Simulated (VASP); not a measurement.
# CaS (Fm-3m) in VASP: a series of runs

CaS is run at these levels: PBEsol, HSE06; tasks: single point.

Program: VASP 6.6.1. These are calculated values, not measurements. Logs are shortened: lines on timing, memory, paths and dates and some standing lists are left out, and cuts for length are marked.

### Step 1. The cell of the first run

Symmetry: Fm-3m, No. 225, cubic system. The conventional cell has a = 5.633 Å, b = 5.633 Å, c = 5.633 Å, α = 90.00°, β = 90.00°, γ = 90.00°. Ca (site symmetry m-3m) has 6 S at 2.82 Å within 3.7 Å. Within 3.7 Å of S (site symmetry m-3m) lie 6 Ca at 2.82 Å.

### Step 2. Single point, PBEsol

Input file INCAR:

```
SYSTEM = CaS
  PREC = Accurate
  ENCUT = 500
  EDIFF = 1E-6
  ISMEAR = -1
  SIGMA = 0.05
  LREAL = .False.
  LASPH = .True.
  NELM = 120
  ALGO = Normal
  ISIF = 2
  LWAVE = .False.
  LCHARG = .False.
  GGA = PS
  NBANDS = 15
  GGA_COMPAT = .False.
```

Input file KPOINTS:

```
regular mesh
0
Gamma
  7 7 7
  0 0 0
```

Input file POSCAR:

```
CaS
1.0
    0.0000000000      2.8166090000      2.8166090000
    2.8166090000      0.0000000000      2.8166090000
    2.8166090000      2.8166090000      0.0000000000
Ca S
1 1
Direct
    0.0000000000      0.0000000000      0.0000000000
    0.5000000000      0.5000000000      0.5000000000
```

Potentials or basis: VASP PAW PBE potentials, release 64 (Ca_sv, S).

Command:

```bash
$ cat potpaw_PBE.64/Ca_sv/POTCAR potpaw_PBE.64/S/POTCAR > POTCAR
$ mpirun -np 1 vasp_std > vasp.out
```

OUTCAR:

```text
SYSTEM = CaS
   PREC = Accurate
   ENCUT = 500
   EDIFF = 1E-6
   ISMEAR = -1
   LREAL = .False.
   LASPH = .True.
   NELM = 120
   ISIF = 2
   GGA = PS

 ion  position               nearest neighbor table
   1  0.000  0.000  0.000-   2 2.82   2 2.82   2 2.82   2 2.82   2 2.82   2 2.82
   2  0.500  0.500  0.500-   1 2.82   1 2.82   1 2.82   1 2.82   1 2.82   1 2.82

  LATTYP: Found a face centered cubic cell.
 ALAT       =     5.6332180000

  Lattice vectors:

 A1 = (   0.0000000000,   2.8166090000,   2.8166090000)
 A2 = (   2.8166090000,   0.0000000000,   2.8166090000)
 A3 = (   2.8166090000,   2.8166090000,   0.0000000000)

Analysis of symmetry for initial positions (statically):
=====================================================================
 Subroutine PRICEL returns:
 Original cell was already a primitive cell.

 Routine SETGRP: Setting up the symmetry group for a
 face centered cubic supercell.

 Subroutine GETGRP returns: Found 48 space group operations
 (whereof 48 operations were pure point group operations)
 out of a pool of 48 trial point group operations.

The static configuration has the point symmetry O_h .

Analysis of symmetry for dynamics (positions and initial velocities):
=====================================================================
 Subroutine PRICEL returns:
 Original cell was already a primitive cell.

 Routine SETGRP: Setting up the symmetry group for a
 face centered cubic supercell.

 Subroutine GETGRP returns: Found 48 space group operations
 (whereof 48 operations were pure point group operations)
 out of a pool of 48 trial point group operations.

The dynamic configuration has the point symmetry O_h .

 Subroutine INISYM returns: Found 48 space group operations
 (whereof 48 operations are pure point group operations),
 and found     1 'primitive' translations

----------------------------------------------------------------------------------------

                                     Primitive cell

  volume of cell :      44.6899

  direct lattice vectors                    reciprocal lattice vectors
     0.000000000  2.816609000  2.816609000    -0.177518427  0.177518427  0.177518427
     2.816609000  0.000000000  2.816609000     0.177518427 -0.177518427  0.177518427
     2.816609000  2.816609000  0.000000000     0.177518427  0.177518427 -0.177518427

  length of vectors
     3.983286648  3.983286648  3.983286648     0.307470935  0.307470935  0.307470935

  position of ions in fractional coordinates (direct lattice)
     0.000000000  0.000000000  0.000000000
     0.500000000  0.500000000  0.500000000

  ion indices of the primitive-cell ions
   primitive index   ion index
                 1           1
                 2           2

----------------------------------------------------------------------------------------

 KPOINTS: regular mesh

Automatic generation of k-mesh.
 Grid dimensions read from file:
 generate k-points for:    7    7    7

 Generating k-lattice:

  Cartesian coordinates                     Fractional coordinates (reciprocal lattice)
    -0.025359775  0.025359775  0.025359775     0.142857143  0.000000000  0.000000000
     0.025359775 -0.025359775  0.025359775     0.000000000  0.142857143  0.000000000
     0.025359775  0.025359775 -0.025359775     0.000000000  0.000000000  0.142857143

  Length of vectors
     0.043924419  0.043924419  0.043924419

  Shift w.r.t. Gamma in fractional coordinates (k-lattice)
     0.000000000  0.000000000  0.000000000

 Subroutine IBZKPT returns following result:
 ===========================================

 Found     20 irreducible k-points:

 Following reciprocal coordinates:
            Coordinates               Weight
  0.000000  0.000000  0.000000      1.000000
  0.142857  0.000000  0.000000      8.000000
  0.285714  0.000000  0.000000      8.000000
  0.428571  0.000000  0.000000      8.000000
  0.142857  0.142857  0.000000      6.000000
  0.285714  0.142857  0.000000     24.000000
[... 12 lines left out ...]
 -0.428571  0.428571  0.142857     24.000000
 -0.285714  0.428571  0.142857     24.000000
   k-points           NKPTS =     20   k-points in BZ     NKDIM =     20   number of bands    NBANDS=     15
   number of dos      NEDOS =    301   number of ions     NIONS =      2
   total plane-waves  NPLWV =  27000
   dimension x,y,z NGX =    30 NGY =   30 NGZ =   30
   dimension x,y,z NGXF=    60 NGYF=   60 NGZF=   60
   ions per type =               1   1
   NGX,Y,Z   is equivalent  to a cutoff of  12.52, 12.52, 12.52 a.u.
   NGXF,Y,Z  is equivalent  to a cutoff of  25.04, 25.04, 25.04 a.u.
 SYSTEM =  CaS
   PREC   = accura    normal or accurate (medium, high low for compatibility)
   ISTART =      0    job   : 0-new  1-cont  2-samecut
   ICHARG =      2    charge: 1-file 2-atom 10-const
   ISPIN  =      1    spin polarized calculation?
   LNONCOLLINEAR =      F non collinear calculations
   LSORBIT =      F    spin-orbit coupling
   LASPH  =      T    aspherical Exc in radial PAW
   ENCUT  =  500.0 eV  36.75 Ry    6.06 a.u.   7.26  7.26  7.26*2*pi/ulx,y,z
   NELM   =    120;   NELMIN=  2; NELMDL= -5     # of ELM steps
   EDIFF  = 0.1E-05   stopping-criterion for ELM
   LREAL  =      F    real-space projection
   EDIFFG = 0.1E-04   stopping-criterion for IOM
   NSW    =      0    number of steps for IOM
   IBRION =     -1    ionic relax: 0-MD 1-quasi-New 2-CG
   NFREE  =      0    steps in history (QN), initial steepest desc. (CG)
   ISIF   =      2    stress and relaxation
   ISYM   =      2    0-nonsym 1-usesym 2-fastsym
   POTIM  = 0.5000    time-step for ionic-motion
   TEBEG  =    0.0;   TEEND  =   0.0 temperature during run
   PSTRESS=    0.0 pullay stress
   NELECT =      16.0000    total number of electrons
   NUPDOWN=      -1.0000    fix difference up-down
   EMIN   =  10.00;   EMAX   =-10.00  energy-range for DOS
   EFERMI =   0.00;   METHOD = LEGACY
   ISMEAR =    -1;   SIGMA  =   0.05  broadening in eV -4-tet -1-fermi 0-gaus
   EFERMI_NEDOS =   21; number of points for ismear=-14 and -15
   IALGO  =     38    algorithm
   IMIX   =      4    mixing-type and parameters
     AMIX     =   0.40;   BMIX     =  1.00
     AMIX_MAG =   1.60;   BMIX_MAG =  1.00
  volume/ion in A,a.u.               =      22.34       150.79
  Fermi-wavevector in a.u.,A,eV,Ry     =   1.162461  2.196732 18.385754  1.351315
  Thomas-Fermi vector in A             =   2.299021
   LORBIT       =      0    0 simple, 1 ext, 2 COOP (PROOUT), +10 PAW based schemes
   GGA     = PS    functional components
   LHFCALC =     F    Hartree Fock is set to
   AEXX    =    0.0000 exact exchange contribution
   IVDW    =     0    specifies the selected vdW correction
   LEPSILON=     F    determine dielectric tensor
   LRPA    =     F    only Hartree local field effects (RPA)
 non-spin polarized calculation
  energy-cutoff  :      500.00
  volume of cell :       44.69
 maximum number of plane-waves:      1154
 NGX is ok and might be reduce to    30
   NGX = 15   NGY = 15   NGZ = 15

 number of electron      16.0000000 magnetization

 Free energy of the ion-electron system (eV)
  ---------------------------------------------------
  ext. energy  EPLUGINS =         0.00000000
  ---------------------------------------------------
  free energy    TOTEN  =       -10.91581919 eV

  energy without entropy =      -10.91581919  energy(sigma->0) =      -10.91581919

 E-fermi :   3.9698     XC(G=0):  -9.6490

 val. band max:        2.8859789044   @ k =   0.0000   0.0000   0.0000
 cond. band min:       5.1078059285   @ k =   0.4286   0.4286   0.0000
 fundamental gap:      2.2218270240
 Fermi energy:         3.9698483121

 k-point     1 :       0.0000    0.0000    0.0000
  band No.  band energies     occupation
      1     -35.9990      2.00000
      2     -17.0654      2.00000
      3     -17.0654      2.00000
      4     -17.0654      2.00000
      5      -8.5554      2.00000
      6       2.8860      2.00000
      7       2.8860      2.00000
      8       2.8860      2.00000
      9       6.9613      0.00000
     10       6.9613      0.00000
     11       6.9613      0.00000
     12       7.0600      0.00000
     13       7.6196      0.00000
     14       7.6196      0.00000
     15      13.5966      0.00000

 k-point     2 :       0.1429    0.0000    0.0000
  band No.  band energies     occupation
      1     -35.9964      2.00000
      2     -17.1049      2.00000
      3     -17.0683      2.00000
      4     -17.0683      2.00000
      5      -8.4008      2.00000
      6       2.0120      2.00000
      7       2.5749      2.00000
      8       2.5749      2.00000
      9       6.9673      0.00000
     10       7.2729      0.00000
     11       7.2729      0.00000
     12       8.0510      0.00000
     13       8.1832      0.00000
     14       8.1832      0.00000
     15      13.8546      0.00000

 k-point     3 :       0.2857    0.0000    0.0000
  band No.  band energies     occupation
      1     -35.9904      2.00000
      2     -17.1910      2.00000
      3     -17.0749      2.00000
      4     -17.0749      2.00000
      5      -8.0300      2.00000
      6       0.6289      2.00000
      7       2.0316      2.00000
      8       2.0316      2.00000
      9       7.1730      0.00000
     10       8.0458      0.00000
     11       8.0458      0.00000
     12       9.4979      0.00000
     13       9.4979      0.00000
     14       9.4997      0.00000
     15      13.2371      0.00000

 k-point     4 :       0.4286    0.0000    0.0000
  band No.  band energies     occupation
      1     -35.9856      2.00000
      2     -17.2578      2.00000
      3     -17.0801      2.00000
      4     -17.0801      2.00000
      5      -7.7007      2.00000
      6      -0.2681      2.00000
      7       1.6847      2.00000
      8       1.6847      2.00000
      9       7.7827      0.00000
     10       8.9609      0.00000
     11       8.9609      0.00000
     12       9.2674      0.00000
     13      10.8390      0.00000
     14      10.8390      0.00000
     15      12.2467      0.00000
[... 235 lines left out ...]
 k-point    18 :      -0.4286    0.2857    0.1429
  band No.  band energies     occupation
      1     -35.9827      2.00000
      2     -17.2164      2.00000
      3     -17.1325      2.00000
      4     -17.0992      2.00000
      5      -7.7325      2.00000
      6       0.2536      2.00000
      7       1.3008      2.00000
      8       1.6415      2.00000
      9       7.3702      0.00000
     10       8.5051      0.00000
     11       9.1671      0.00000
     12       9.4763      0.00000
     13      10.1071      0.00000
     14      11.2377      0.00000
     15      12.1224      0.00000

 k-point    19 :      -0.4286    0.4286    0.1429
  band No.  band energies     occupation
      1     -35.9812      2.00000
      2     -17.1986      2.00000
      3     -17.1369      2.00000
      4     -17.1232      2.00000
      5      -7.8017      2.00000
      6       0.5579      2.00000
      7       1.5492      2.00000
      8       1.5947      2.00000
      9       6.1828      0.00000
     10       8.7756      0.00000
     11       9.1013      0.00000
     12       9.7453      0.00000
     13       9.8300      0.00000
     14      10.3251      0.00000
     15      12.7114      0.00000

 k-point    20 :      -0.2857    0.4286    0.1429
  band No.  band energies     occupation
      1     -35.9808      2.00000
      2     -17.1756      2.00000
      3     -17.1738      2.00000
      4     -17.1189      2.00000
      5      -7.7399      2.00000
      6       0.8103      2.00000
      7       0.9010      2.00000
      8       1.5188      2.00000
      9       7.2172      0.00000
     10       8.2292      0.00000
     11       9.1265      0.00000
     12       9.5255      0.00000
     13       9.6961      0.00000
     14      11.7732      0.00000
     15      12.9708      0.00000

------------------------ aborting loop because EDIFF is reached ----------------------------------------

  FORCE on cell =-STRESS in cart. coord.  units (eV):
  Direction    XX          YY          ZZ          XY          YZ          ZX
  --------------------------------------------------------------------------------------
  -------------------------------------------------------------------------------------
  Total        0.0538394      0.0538394      0.0538394     -0.0000000      0.0000000      0.0000000
  in kB        1.9301947      1.9301947      1.9301947     -0.0000000      0.0000000      0.0000000
  external PRESSURE =       1.9301947 kB  Pullay stress =       0.0000000 kB

 VOLUME and BASIS-vectors are now :
 -----------------------------------------------------------------------------
  energy-cutoff  :      500.00
  volume of cell :       44.69
      direct lattice vectors                 reciprocal lattice vectors
     0.000000000  2.816609000  2.816609000    -0.177518427  0.177518427  0.177518427
     2.816609000  0.000000000  2.816609000     0.177518427 -0.177518427  0.177518427
     2.816609000  2.816609000  0.000000000     0.177518427  0.177518427 -0.177518427

 POSITION                                       TOTAL-FORCE (eV/Angst)
 -----------------------------------------------------------------------------------
      0.00000      0.00000      0.00000         0.000000     -0.000000     -0.000000
      2.81661      2.81661      2.81661        -0.000000      0.000000      0.000000
 -----------------------------------------------------------------------------------
    total drift:                               -0.000000      0.000000      0.000000

  FREE ENERGIE OF THE ION-ELECTRON SYSTEM (eV)
  ---------------------------------------------------
  free  energy   TOTEN  =       -10.9158191858 eV

  energy  without entropy=      -10.9158191858  energy(sigma->0) =      -10.91581919
```

It took 30 s on 1 thread of Intel Xeon Platinum 8259CL at 2.50GHz (Skylake/Cascade Lake), shared host; peak memory 0.16 GiB.

Results:

```
Free energy            : -10.9158 eV
Pressure               : 0.2 GPa
Band gap on the k mesh : 2.22 eV (least direct gap 3.05 eV)
```

Caveat: the PAW data sets were made with another functional, which shifts forces and pressure a little; an odd mesh through Γ misses points on the zone boundary, where band edges can lie.

### Step 3. Single point, HSE06

POSCAR is that of step 2.

Input file INCAR.step1:

```
PREC     = Accurate       # precision mode
ENCUT    = 400            # plane-wave cutoff, eV
EDIFF    = 1E-5           # SCF threshold, eV
ISMEAR   = -1             # smearing method
SIGMA    = 0.05           # smearing width, eV
LREAL    = False          # projectors in reciprocal space
LASPH    = True           # aspherical terms in the spheres
NELM     = 120            # most SCF steps
ALGO     = Normal         # electronic algorithm
ISIF     = 2              # what is computed and relaxed
LWAVE    = True           # write WAVECAR
LCHARG   = False          # write CHGCAR
NBANDS   = 15             # bands
GGA      = PE             # functional
GGA_COMPAT= False
```

Input file INCAR.step2:

```
PREC     = Accurate       # precision mode
ENCUT    = 400            # plane-wave cutoff, eV
EDIFF    = 1E-6           # SCF threshold, eV
ISMEAR   = -1             # smearing method
SIGMA    = 0.05           # smearing width, eV
LREAL    = False          # projectors in reciprocal space
LASPH    = True           # aspherical terms in the spheres
NELM     = 120            # most SCF steps
ALGO     = Normal         # electronic algorithm
ISIF     = 2              # what is computed and relaxed
LWAVE    = False          # write WAVECAR
LCHARG   = False          # write CHGCAR
GGA      = PE             # functional
LHFCALC  = True           # exact exchange
HFSCREEN = 0.2079         # screening, 1/A
PRECFOCK = Normal       
NBANDS   = 15             # bands
ISTART   = 1            
GGA_COMPAT= False
```

Input file KPOINTS:

```
regular mesh
0
Gamma
  7 7 7
```

Potentials or basis: VASP PAW PBE potentials, release 64 (Ca_sv, S).

Command:

```bash
$ cat potpaw_PBE.64/Ca_sv/POTCAR potpaw_PBE.64/S/POTCAR > POTCAR
$ cp INCAR.step1 INCAR
$ mpirun -np 1 vasp_std > vasp.out
$ cp INCAR.step2 INCAR
$ mpirun -np 1 vasp_std > vasp.out
```

Wall time 66 min (1 thread of Intel Xeon Platinum 8259CL at 2.50GHz (Skylake/Cascade Lake), shared host); peak memory 0.28 GiB.

The run converged. Its results:

```yaml
Free_energy: -11.6461 eV
Pressure: 2.4 GPa
Band_gap_on_the_k_mesh: 3.39 eV (least direct gap 4.30 eV)
```

Levels at points of the mesh, in eV from the valence-band top:
```
           k point  band 5  band 6  band 7  band 8  band 9  band 10  band 11  band 12
(0.00, 0.00, 0.00)  -12.63    0.00    0.00    0.00    5.40     5.47     5.47     5.47
```

Caveat: the PAW data sets were made with another functional, which shifts forces and pressure a little; an odd mesh through Γ misses points on the zone boundary, where band edges can lie.
